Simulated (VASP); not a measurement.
Set up this calculation in VASP 6.6.1, as the native input.

- Task: single point
- Functional: PBE
- Potentials or basis: VASP PAW PBE potentials, release 64 (Ba_sv, Ta_sv_GW)
- Cutoff: 500 eV
- k mesh: 12 × 12 × 12
- Occupations: gaussian, width 0.1 eV
- Spin: no spin polarisation
- Dipole correction: no
- Further INCAR settings: ALGO = Normal; EDIFF = 1e-06; NBANDS = 25

The structure of BaTa2 lies in POSCAR:

```
BaTa2
1.0
    0.0000000000      3.3450384046      3.3450384046
    3.3450384046      0.0000000000      3.3450384046
    3.3450384046      3.3450384046      0.0000000000
Ba Ta
1 2
Direct
    0.0000000000      0.0000000000      0.0000000000
    0.2500000000      0.2500000000      0.2500000000
    0.7500000000      0.7500000000      0.7500000000
```

One way to write it, as run:

INCAR

```
SYSTEM = BaTa2
PREC = Accurate
ENCUT = 500
EDIFF = 1E-6
ISMEAR = 0
SIGMA = 0.1
LREAL = .FALSE.
LASPH = .TRUE.
NELM = 120
ALGO = Normal
ISIF = 2
LWAVE = .FALSE.
LCHARG = .TRUE.
GGA = PE
LELF = .TRUE.
LVHAR = .TRUE.
NBANDS = 25
GGA_COMPAT = .FALSE.
```

KPOINTS

```
regular mesh
0
G
  12 12 12
  0 0 0
```

Potentials or basis: VASP PAW PBE potentials, release 64 (Ba_sv, Ta_sv_GW).

Command:

```bash
$ cat potpaw_PBE.64/Ba_sv/POTCAR potpaw_PBE.64/Ta_sv_GW/POTCAR > POTCAR
$ mpirun -np 1 vasp_std > vasp.out
```

It gave:

```json
{
  "Pressure": "2.2 GPa",
  "Band gap on the k mesh": "zero (bands 18 and 19 overlap by 1.05 eV)"
}
```

Caveat: spin-orbit coupling is left out, which moves the levels of the heavy elements.

It took 110 s on 1 thread of Intel(R) Xeon(R) Platinum 8488C (Sapphire Rapids), with other jobs on the host, peak memory 0.29 GiB.
